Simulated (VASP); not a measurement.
# Cs3LaF2 (P6/mmm) in VASP: a series of runs

The runs below take Cs3LaF2 through single point, with PBE.

All numbers are computed with VASP 6.6.1; they aren't measurements. Logs are shortened: lines on timing, memory, paths and dates and some standing lists are left out, and cuts for length are marked.

**1. The cell of the first run**

Symmetry: P6/mmm, No. 191, hexagonal system. The conventional cell has a = 8.331 Å, b = 8.331 Å, c = 3.722 Å, α = 90.00°, β = 90.00°, γ = 120.00°. Cs (site symmetry mmm) has 4 F at 3.04 Å and 2 Cs at 3.72 Å within 4.0 Å. La (site symmetry 6/mmm) has 2 La at 3.72 Å and 12 Cs at 4.56 Å and 6 F at 4.81 Å within 4.9 Å. Within 4.0 Å of F (site symmetry -6m2) lie 6 Cs at 3.04 Å and 2 F at 3.72 Å.

The cell was generated, and may not be a known phase.

**2. Single point, PBE**

Input file INCAR:

```
ALGO = Normal
EDIFF = 1E-7
ENCUT = 520
GGA = PE
ISIF = 2
ISMEAR = 0
LASPH = True
LCHARG = True
LELF = True
LREAL = False
LVHAR = True
LWAVE = False
NBANDS = 35
NELM = 100
PREC = Accurate
SIGMA = 0.1
```

Input file KPOINTS:

```
k-points
0
Gamma
  3 3 2
```

Input file POSCAR:

```
Cs3LaF2
1.0
    8.3308539892      0.0000000000      0.0000000000
   -4.1654269946      7.2147311898      0.0000000000
    0.0000000000      0.0000000000      3.7217084238
Cs La F
3 1 2
Direct
    0.5000000000      0.0000000000      0.0000000000
    0.0000000000      0.5000000000      0.0000000000
    0.5000000000      0.5000000000      0.0000000000
    0.0000000000      0.0000000000      0.5000000000
    0.3333333333      0.6666666667      0.5000000000
    0.6666666667      0.3333333333      0.5000000000
```

Potentials or basis: VASP PAW PBE potentials, release 64 (Cs_sv, La, F).

On the command line:

```bash
cat potpaw_PBE.64/Cs_sv/POTCAR potpaw_PBE.64/La/POTCAR potpaw_PBE.64/F/POTCAR > POTCAR
mpirun -np 1 vasp_std > vasp.out
```

OUTCAR:

```text
EDIFF = 1E-7
   ENCUT = 520
   GGA = PE
   ISIF = 2
   ISMEAR = 0
   LASPH = True
   LREAL = False
   NELM = 100
   PREC = Accurate

 ion  position               nearest neighbor table
   1  0.500  0.000  0.000-
   2  0.000  0.500  0.000-
   3  0.500  0.500  0.000-
   4  0.000  0.000  0.500-
   5  0.333  0.667  0.500-
   6  0.667  0.333  0.500-

  LATTYP: Found a hexagonal cell.
 ALAT       =     8.3308539892
 C/A-ratio  =     0.4467379249

  Lattice vectors:

 A1 = (   8.3308539892,   0.0000000000,   0.0000000000)
 A2 = (  -4.1654269946,   7.2147311898,   0.0000000000)
 A3 = (   0.0000000000,   0.0000000000,   3.7217084238)

Analysis of symmetry for initial positions (statically):
=====================================================================
 Subroutine PRICEL returns:
 Original cell was already a primitive cell.

 Routine SETGRP: Setting up the symmetry group for a
 hexagonal supercell.

 Subroutine GETGRP returns: Found 24 space group operations
 (whereof 24 operations were pure point group operations)
 out of a pool of 24 trial point group operations.

The static configuration has the point symmetry D_6h.

Analysis of symmetry for dynamics (positions and initial velocities):
=====================================================================
 Subroutine PRICEL returns:
 Original cell was already a primitive cell.

 Routine SETGRP: Setting up the symmetry group for a
 hexagonal supercell.

 Subroutine GETGRP returns: Found 24 space group operations
 (whereof 24 operations were pure point group operations)
 out of a pool of 24 trial point group operations.

The dynamic configuration has the point symmetry D_6h.

 Subroutine INISYM returns: Found 24 space group operations
 (whereof 24 operations are pure point group operations),
 and found     1 'primitive' translations

----------------------------------------------------------------------------------------

                                     Primitive cell
[... 73 lines left out ...]
   ICHARG =      2    charge: 1-file 2-atom 10-const
   ISPIN  =      1    spin polarized calculation?
   LNONCOLLINEAR =      F non collinear calculations
   LSORBIT =      F    spin-orbit coupling
   LASPH  =      T    aspherical Exc in radial PAW
   ENCUT  =  520.0 eV  38.22 Ry    6.18 a.u.  15.49 15.49  6.92*2*pi/ulx,y,z
   NELM   =    100;   NELMIN=  2; NELMDL= -5     # of ELM steps
   EDIFF  = 0.1E-06   stopping-criterion for ELM
   LREAL  =      F    real-space projection
   EDIFFG = 0.1E-05   stopping-criterion for IOM
   NSW    =      0    number of steps for IOM
   IBRION =     -1    ionic relax: 0-MD 1-quasi-New 2-CG
   NFREE  =      0    steps in history (QN), initial steepest desc. (CG)
   ISIF   =      2    stress and relaxation
   ISYM   =      2    0-nonsym 1-usesym 2-fastsym
   POTIM  = 0.5000    time-step for ionic-motion
   TEBEG  =    0.0;   TEEND  =   0.0 temperature during run
   PSTRESS=    0.0 pullay stress
   NELECT =      52.0000    total number of electrons
   NUPDOWN=      -1.0000    fix difference up-down
   EMIN   =  10.00;   EMAX   =-10.00  energy-range for DOS
   EFERMI =   0.00;   METHOD = LEGACY
   ISMEAR =     0;   SIGMA  =   0.10  broadening in eV -4-tet -1-fermi 0-gaus
   EFERMI_NEDOS =   21; number of points for ismear=-14 and -15
   IALGO  =     38    algorithm
   IMIX   =      4    mixing-type and parameters
     AMIX     =   0.40;   BMIX     =  1.00
     AMIX_MAG =   1.60;   BMIX_MAG =  1.00
  volume/ion in A,a.u.               =      37.28       251.59
  Fermi-wavevector in a.u.,A,eV,Ry     =   1.006604  1.902206 13.786122  1.013251
  Thomas-Fermi vector in A             =   2.139357
   LORBIT       =      0    0 simple, 1 ext, 2 COOP (PROOUT), +10 PAW based schemes
   GGA     = PE    functional components
   LHFCALC =     F    Hartree Fock is set to
   AEXX    =    0.0000 exact exchange contribution
   IVDW    =     0    specifies the selected vdW correction
   LEPSILON=     F    determine dielectric tensor
   LRPA    =     F    only Hartree local field effects (RPA)
 non-spin polarized calculation
 Gauss-broadening in eV      SIGMA  =   0.10
  energy-cutoff  :      520.00
  volume of cell :      223.69
 maximum number of plane-waves:      6098
 NGX is ok and might be reduce to    64
   NGX = 31   NGY = 31   NGZ = 13

 number of electron      51.9999993 magnetization

 Free energy of the ion-electron system (eV)
  ---------------------------------------------------
  ext. energy  EPLUGINS =         0.00000000
  ---------------------------------------------------
  free energy    TOTEN  =       -19.48314918 eV

  energy without entropy =      -19.41364365  energy(sigma->0) =      -19.44839641

 E-fermi :   3.2367     XC(G=0):  -7.9887

 val. band max:        3.2281653883   @ k =   0.0000   0.0000   0.5000
 cond. band min:       3.2484254233   @ k =   0.3333  -0.0000   0.0000
 fundamental gap:      0.0202600350
 Fermi energy:         3.2367423728

 k-point     1 :       0.0000    0.0000    0.0000
  band No.  band energies     occupation
      1     -30.4993      2.00000
      2     -20.1682      2.00000
      3     -19.7384      2.00000
      4     -19.6463      2.00000
      5     -19.6463      2.00000
      6     -19.2521      2.00000
[... 217 lines left out ...]
     34       3.9960      0.00000
     35       4.2633      0.00000

------------------------ aborting loop because EDIFF is reached ----------------------------------------

  FORCE on cell =-STRESS in cart. coord.  units (eV):
  Direction    XX          YY          ZZ          XY          YZ          ZX
  --------------------------------------------------------------------------------------
  -------------------------------------------------------------------------------------
  Total        0.0944404      0.0944404     -0.0369601      0.0000000     -0.0000000     -0.0000000
  in kB        0.6764200      0.6764200     -0.2647227      0.0000000     -0.0000000     -0.0000000
  external PRESSURE =       0.3627058 kB  Pullay stress =       0.0000000 kB

 VOLUME and BASIS-vectors are now :
 -----------------------------------------------------------------------------
  energy-cutoff  :      520.00
  volume of cell :      223.69
      direct lattice vectors                 reciprocal lattice vectors
     8.330853989  0.000000000  0.000000000     0.120035713  0.069302651  0.000000000
    -4.165426995  7.214731190  0.000000000     0.000000000  0.138605303  0.000000000
     0.000000000  0.000000000  3.721708424     0.000000000  0.000000000  0.268693806

 POSITION                                       TOTAL-FORCE (eV/Angst)
 -----------------------------------------------------------------------------------
      4.16543      0.00000      0.00000        -0.000000      0.000000      0.000000
     -2.08271      3.60737      0.00000        -0.000000      0.000000      0.000000
      2.08271      3.60737      0.00000        -0.000000      0.000000      0.000000
      0.00000      0.00000      1.86085        -0.000000      0.000000      0.000000
     -0.00000      4.80982      1.86085         0.000000      0.000000      0.000000
      4.16543      2.40491      1.86085        -0.000000      0.000000     -0.000000
 -----------------------------------------------------------------------------------
    total drift:                               -0.000000      0.000000      0.000000

  FREE ENERGIE OF THE ION-ELECTRON SYSTEM (eV)
  ---------------------------------------------------
  free  energy   TOTEN  =       -19.4831491752 eV

  energy  without entropy=      -19.4136436484  energy(sigma->0) =      -19.44839641
```

OSZICAR:

```text
N       E                     dE             d eps       ncg     rms          rms(c)
DAV:   1     0.633730611747E+03    0.63373E+03   -0.20248E+04   420   0.153E+03
DAV:   2     0.112801167531E+03   -0.52093E+03   -0.48343E+03   546   0.343E+02
DAV:   3    -0.131778165603E+02   -0.12598E+03   -0.12285E+03   551   0.169E+02
DAV:   4    -0.231989423858E+02   -0.10021E+02   -0.95470E+01   688   0.491E+01
DAV:   5    -0.236311794077E+02   -0.43224E+00   -0.42776E+00   658   0.834E+00    0.978E+00
DAV:   6    -0.195571369295E+02    0.40740E+01   -0.16076E+01   559   0.238E+01    0.316E+00
DAV:   7    -0.195991790366E+02   -0.42042E-01   -0.36256E+00   626   0.863E+00    0.280E+00
DAV:   8    -0.195645556204E+02    0.34623E-01   -0.11854E+00   586   0.454E+00    0.142E+00
DAV:   9    -0.194886842780E+02    0.75871E-01   -0.23998E-01   644   0.219E+00    0.843E-01
DAV:  10    -0.194868950376E+02    0.17892E-02   -0.24616E-01   546   0.172E+00    0.571E-01
DAV:  11    -0.194842751764E+02    0.26199E-02   -0.87951E-02   602   0.134E+00    0.236E-01
DAV:  12    -0.194830708388E+02    0.12043E-02   -0.11037E-02   626   0.388E-01    0.368E-02
DAV:  13    -0.194831964217E+02   -0.12558E-03   -0.80220E-04   624   0.134E-01    0.457E-02
DAV:  14    -0.194831490747E+02    0.47347E-04   -0.15122E-04   674   0.575E-02    0.108E-02
DAV:  15    -0.194831488550E+02    0.21971E-06   -0.15254E-05   626   0.220E-02    0.377E-03
DAV:  16    -0.194831492266E+02   -0.37153E-06   -0.62435E-06   608   0.990E-03    0.315E-03
DAV:  17    -0.194831490859E+02    0.14061E-06   -0.96639E-07   511   0.531E-03    0.115E-03
DAV:  18    -0.194831491752E+02   -0.89204E-07   -0.25483E-07   399   0.198E-03
   1 F= -.19483149E+02 E0= -.19448396E+02  d E =-.695055E-01
```

stdout:

```text
POSCAR found type information on POSCAR CsLaF
 POSCAR found :  3 types and       6 ions
 scaLAPACK will be used
 LDA part: xc-table for (Slater+PW92), standard interpolation
 POSCAR, INCAR and KPOINTS ok, starting setup
 FFT: planning ... GRIDC
 FFT: planning ... GRID_SOFT
 FFT: planning ... GRID
 WAVECAR not read
 entering main loop
```

Run time: 95 s. Hardware: 1 thread of Oxide Virtual Turin-like, shared host; peak memory 0.32 GiB.

Results:

- Free energy: -19.4831 eV
- Pressure: 0.0 GPa
- Band gap on the k mesh: zero (bands 26 and 27 overlap by 0.19 eV)

Caveat: the k points lie up to 0.84 Å⁻¹ apart, too coarse for converged energies, forces and pressures; spin-orbit coupling is left out, which moves the levels of the heavy elements.

**3. Single point, PBE**

This run uses another cell than the first one, of 74.65 Å³/atom.

Input file INCAR:

```
SYSTEM = Cs3LaF2
PREC = Accurate
ENCUT = 520
EDIFF = 1E-6
ISMEAR = 0
SIGMA = 0.1
LREAL = .FALSE.
LASPH = .TRUE.
NELM = 100
ALGO = Normal
ISIF = 2
LWAVE = .FALSE.
LCHARG = .FALSE.
GGA = PE
NBANDS = 35
```

Input file KPOINTS:

```
regular mesh
0
G
  3 3 2
  0 0 0
```

Input file POSCAR:

```
Cs3LaF2
1.0
    6.9962095600      0.0000000000      0.0000000000
   -3.4981047800      6.0588952100      0.0000000000
    0.0000000000      0.0000000000     10.5669759400
Cs La F
3 1 2
Direct
    0.5000000000      0.0000000000      0.0000000000
    0.0000000000      0.5000000000      0.0000000000
    0.5000000000      0.5000000000      0.0000000000
    0.0000000000      0.0000000000      0.5000000000
    0.3333333300      0.6666666700      0.5000000000
    0.6666666700      0.3333333300      0.5000000000
```

Potentials or basis: VASP PAW PBE potentials, release 64 (Cs_sv, La, F).

On the command line:

```bash
cat potpaw_PBE.64/Cs_sv/POTCAR potpaw_PBE.64/La/POTCAR potpaw_PBE.64/F/POTCAR > POTCAR
mpirun -np 1 vasp_std > vasp.out
```

Run time: 7 min. Hardware: 1 thread of Oxide Virtual Turin-like, shared host; peak memory 0.55 GiB.

Results (log left out):

```
Free energy            : -10.6698 eV
Pressure               : -1.0 GPa
Band gap on the k mesh : zero (bands 26 and 27 overlap by 0.49 eV)
```

Stress tensor (GPa, compression positive):
```
-0.42  0.00  0.00
 0.00 -0.42  0.00
 0.00  0.00 -2.05
```

Levels at points of the mesh, in eV from the Fermi level:
```tsv
k point	band 23	band 24	band 25	band 26	band 27	band 28
(0.00, 0.00, 0.00)	-1.65	-1.62	-1.28	-0.89	-0.16	0.13
(0.00, 0.00, 0.50)	-1.65	-1.61	-1.08	-0.86	-0.35	-0.18
```

Caveat: spin-orbit coupling is left out, which moves the levels of the heavy elements.

The gap in the log of VASP goes by the Fermi energy; the results here count the filled bands.